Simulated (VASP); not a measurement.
Crystal: SnSe2.

```xyz
3
Lattice="1.9123 1.1041 6.3351 -1.9123 1.1041 6.3351 0.0000 -2.2081 6.3351" Properties=species:S:1:pos:R:3 pbc="T T T"
Sn    0.0000    0.0000    0.0000
Se    0.0000    0.0000    4.7619
Se    0.0000    0.0000   14.2434
```

Program: VASP 6.6.1. Alike in all runs: task single point; cell as given; k mesh 8 × 8 × 8; cutoff (eV) 520.

Q: Order these runs on this cell by their pressure, lowest first.
A. level LDA; potentials or basis VASP PAW LDA potentials, release 64 (Sn_d, Se); spin off; smearing gaussian 0.01 eV
B. level PBE; potentials or basis VASP PAW PBE potentials, release 64 (Sn_d, Se); spin non-collinear, zero start, SOC; smearing fermi-dirac 0.02 eV
C. level r2SCAN; potentials or basis VASP PAW PBE potentials, release 64 (Sn_d, Se); spin off; smearing gaussian 0.01 eV

A: A (-1.4 GPa), C (1.0 GPa), B (3.0 GPa).

Caveats: the PAW data sets were made with another functional, which shifts forces and pressure a little (at least some runs).
